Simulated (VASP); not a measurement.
# B2C3 (P-3m1) in VASP: notebook, part 2 of 2

VASP 6.6.1. The steps go on from the part before.

## 4. Relaxation of cell and atoms, PBE

This run uses another cell than the first one, of 9.64 Å³/atom.

INCAR

```
SYSTEM = B2C3
PREC     = Accurate       ! precision mode
ENCUT    = 600            ! plane-wave cutoff, eV
EDIFF    = 1E-6           ! SCF threshold, eV
ISMEAR   = 0              ! smearing method
SIGMA    = 0.1            ! smearing width, eV
LREAL    = .False.        ! projectors in reciprocal space
LASPH    = .True.         ! aspherical terms in the spheres
NELM     = 60             ! most SCF steps
ALGO     = Normal         ! electronic algorithm
ISIF     = 3              ! what is computed and relaxed
LWAVE    = .False.        ! write WAVECAR
LCHARG   = .False.        ! write CHGCAR
GGA      = PE             ! functional
IBRION   = 2              ! ionic algorithm
NSW      = 90             ! ionic steps
EDIFFG   = -0.04          ! ionic threshold
```

KPOINTS

```
regular mesh
0
Gamma
  6 6 4
  0 0 0
```

POSCAR

```
B2C3
1.0
    3.5803972900      0.0000000000      0.0000000000
   -1.7901986500      3.1007150100      0.0000000000
    0.0000000000      0.0000000000      4.3427203300
B C
2 3
Direct
    0.6666666700      0.3333333300      0.8575603400
    0.3333333300      0.6666666700      0.1424396600
    0.6666666700      0.3333333300      0.3600405200
    0.3333333300      0.6666666700      0.6399594800
    0.0000000000      0.0000000000      0.0000000000
```

Potentials or basis: VASP PAW PBE potentials, release 64 (B, C).

Command:

```bash
$ cat potpaw_PBE.64/B/POTCAR potpaw_PBE.64/C/POTCAR > POTCAR
$ mpirun -np 1 vasp_std > vasp.out
```

OUTCAR:

```text
SYSTEM = B2C3
   PREC = Accurate
   ENCUT = 600
   EDIFF = 1E-6
   ISMEAR = 0
   LREAL = .False.
   LASPH = .True.
   NELM = 60
   ISIF = 3
   GGA = PE
   IBRION = 2
   NSW = 90
   EDIFFG = -0.04

 ion  position               nearest neighbor table
   1  0.667  0.333  0.858-
   2  0.333  0.667  0.142-
   3  0.667  0.333  0.360-
   4  0.333  0.667  0.640-
   5  0.000  0.000  0.000-

  LATTYP: Found a hexagonal cell.
 ALAT       =     3.5803972900
 C/A-ratio  =     1.2129157684

  Lattice vectors:

 A1 = (   3.5803972900,   0.0000000000,   0.0000000000)
 A2 = (  -1.7901986500,   3.1007150100,   0.0000000000)
 A3 = (   0.0000000000,   0.0000000000,   4.3427203300)

Analysis of symmetry for initial positions (statically):
=====================================================================
 Subroutine PRICEL returns:
 Original cell was already a primitive cell.

 Routine SETGRP: Setting up the symmetry group for a
 hexagonal supercell.

 Subroutine GETGRP returns: Found 12 space group operations
 (whereof 12 operations were pure point group operations)
 out of a pool of 24 trial point group operations.

The static configuration has the point symmetry D_3d.

Analysis of symmetry for dynamics (positions and initial velocities):
=====================================================================
 Subroutine PRICEL returns:
 Original cell was already a primitive cell.

 Routine SETGRP: Setting up the symmetry group for a
 hexagonal supercell.

 Subroutine GETGRP returns: Found 12 space group operations
 (whereof 12 operations were pure point group operations)
 out of a pool of 24 trial point group operations.

The dynamic configuration has the point symmetry D_3d.

 Subroutine INISYM returns: Found 12 space group operations
 (whereof 12 operations are pure point group operations),
 and found     1 'primitive' translations

----------------------------------------------------------------------------------------

[... 150 lines left out ...]

  FORCE on cell =-STRESS in cart. coord.  units (eV):
  Direction    XX          YY          ZZ          XY          YZ          ZX
  --------------------------------------------------------------------------------------
  -------------------------------------------------------------------------------------
  Total      -10.3528753    -10.3528753    -10.6973398      0.0000000      0.0000000     -0.0000000
  in kB     -344.0460937   -344.0460939   -355.4933183      0.0000006      0.0000000     -0.0000000
  external PRESSURE =    -347.8618353 kB  Pullay stress =       0.0000000 kB
[... 98 lines left out ...]
  FREE ENERGIE OF THE ION-ELECTRON SYSTEM (eV)
  ---------------------------------------------------
  free  energy   TOTEN  =       -26.7660057802 eV

  energy  without entropy=      -26.7518344439  energy(sigma->0) =      -26.75892011

 E-fermi :   9.6862     XC(G=0): -12.5541

 val. band max:        9.4638786029   @ k =   0.0000   0.0000   0.5000
 cond. band min:       9.9302602552   @ k =   0.5000   0.0000   0.5000
 fundamental gap:      0.4663816522
 Fermi energy:         9.6861629101

 k-point     1 :       0.0000    0.0000    0.0000
  band No.  band energies     occupation
      1     -11.3442      2.00000
      2      -8.4634      2.00000
      3      -4.0766      2.00000
      4       5.1831      2.00000
      5       5.2316      2.00000
      6       6.7965      2.00000
      7       6.7965      2.00000
      8       7.7704      2.00000
      9       7.7704      2.00000
     10      12.1021      0.00000
     11      12.1021      0.00000
     12      15.0315      0.00000
     13      15.0315      0.00000
[... 354 lines left out ...]
  band No.  band energies     occupation
      1      -4.6912      2.00000
      2      -2.9343      2.00000
      3      -2.9343      2.00000
      4      -2.7403      2.00000
      5      -2.7403      2.00000
      6       0.4116      2.00000
      7       3.9240      2.00000
      8       3.9240      2.00000
      9       4.4767      2.00000
     10      10.6528      0.00000
     11      10.6528      0.00000
     12      13.5364      0.00000
     13      19.9000      0.00000

[... ionic steps 4 to 42 ...]

--------------------------------------- Ionic step       43  -------------------------------------------

 number of electron      18.0000000 magnetization

------------------------ aborting loop because EDIFF is reached ----------------------------------------
[... 73 lines left out ...]
--------------------------------------- Ionic step       45  -------------------------------------------

 number of electron      18.0000000 magnetization

 Free energy of the ion-electron system (eV)
  ---------------------------------------------------
  ext. energy  EPLUGINS =         0.00000000
  ---------------------------------------------------
  free energy    TOTEN  =       -39.26251165 eV

  energy without entropy =      -39.26164019  energy(sigma->0) =      -39.26207592

 E-fermi :  10.2652     XC(G=0): -12.6861

 val. band max:       10.2296179540   @ k =   0.0000   0.0000   0.5000
 cond. band min:      10.3548504889   @ k =   0.5000   0.0000   0.5000
 fundamental gap:      0.1252325350
 Fermi energy:        10.2652105239

 k-point     1 :       0.0000    0.0000    0.0000
  band No.  band energies     occupation
      1     -11.0279      2.00000
      2      -8.4864      2.00000
      3      -3.8701      2.00000
      4       5.5980      2.00000
      5       6.2056      2.00000
      6       7.2663      2.00000
      7       7.2663      2.00000
      8       7.5119      2.00000
      9       7.5119      2.00000
     10      12.8022      0.00000
     11      12.8022      0.00000
     12      15.3410      0.00000
     13      15.3410      0.00000
[... 398 lines left out ...]
  FREE ENERGIE OF THE ION-ELECTRON SYSTEM (eV)
  ---------------------------------------------------
  free  energy   TOTEN  =       -39.2625116461 eV

  energy  without entropy=      -39.2616401900  energy(sigma->0) =      -39.26207592

 reached required accuracy - stopping structural energy minimisation
```

CONTCAR:

```text
B2C3
   1.00000000000000
     2.6037272268117873    0.0000000013861811    0.0000000000000000
    -1.3018636158415127    2.2548939225522635    0.0000000000000000
    -0.0000000000000001    0.0000000000000000    5.2319491774074143
  B               C
     2     3
Direct
     0.6666666699999979    0.3333333300000021    0.8527773331899290
     0.3333333300000021    0.6666666699999979    0.1472226668100712
     0.6666666699999979    0.3333333300000021    0.5488034866482032
     0.3333333300000021    0.6666666699999979    0.4511965133517972
     0.0000000000000000    0.0000000000000000    0.0000000000000000

  0.00000000E+00  0.00000000E+00  0.00000000E+00
  0.00000000E+00  0.00000000E+00  0.00000000E+00
  0.00000000E+00  0.00000000E+00  0.00000000E+00
  0.00000000E+00  0.00000000E+00  0.00000000E+00
  0.00000000E+00  0.00000000E+00  0.00000000E+00
```

Wall time 5.5 min (1 thread of Intel Xeon 6975P-C (Granite Rapids), shared host); peak memory 0.17 GiB.

Results:

| Property | Result |
| --- | --- |
| Free energy | -39.2625 eV |
| Relaxed volume | 6.14 Å³/atom |
| Relaxed cell | a = 2.604 Å, b = 2.604 Å, c = 5.232 Å, α = 90.00°, β = 90.00°, γ = 120.00° |
| Space group after relaxing (to 0.1 Å) | P-3m1 (No. 164) |
| Pressure after relaxing | -0.3 GPa |
| Largest force after relaxing | 0.037 eV/Å |
| Band gap on the k mesh | 0.13 eV (least direct gap 1.62 eV) |

Forces in eV/Å, atoms in the order of the input:
```
B    0.000  0.000 -0.037
B    0.000  0.000  0.037
C    0.000  0.000  0.012
C    0.000  0.000 -0.012
C    0.000  0.000  0.000
```

Stress tensor (GPa, compression positive):
```
-0.01  0.00  0.00
 0.00 -0.01  0.00
 0.00  0.00 -0.93
```

Final structure:
```
B C
1.0
     2.60373    0.00000    0.00000
    -1.30186    2.25489    0.00000
     0.00000    0.00000    5.23195
B C
2 3
Direct
  0.66667 0.33333 0.85278
  0.33333 0.66667 0.14722
  0.66667 0.33333 0.54880
  0.33333 0.66667 0.45120
  0.00000 0.00000 0.00000
```

Caveat: the volume moved by over 15 % at a fixed basis, so the end points are rough.

## 5. Overview

| task | cell | cutoff (eV) | gap on the mesh (eV) | pressure (GPa) | largest force (eV/Å) |
| --- | --- | --- | --- | --- | --- |
| single point | a = 2.603, b = 2.603, c = 5.227 Å, angles 90.0, 90.0, 120.0°, 5 atoms, atomic positions A | 520 | 0.13 | 0.3 | 0.01 |
| single point | a = 3.580, b = 3.580, c = 4.343 Å, angles 90.0, 90.0, 120.0°, 5 atoms, atomic positions B | 520 | none | -34.7 | 0.96 |
| relaxation of cell and atoms | relaxed from a = 3.580, b = 3.580, c = 4.343 Å, angles 90.0, 90.0, 120.0°, 5 atoms, atomic positions B | 600 | 0.13 | -0.3 | 0.04 |

Alike in all rows: level PBE; potentials or basis VASP PAW PBE potentials, release 64 (B, C); no spin polarisation; k mesh 6 × 6 × 4; smearing gaussian 0.1 eV.

Caveats: some runs use coarse meshes; the volume moved by over 15 % at a fixed basis, so the end points are rough (at least some runs).

Absolute energies hang on the potentials; compare differences alone.
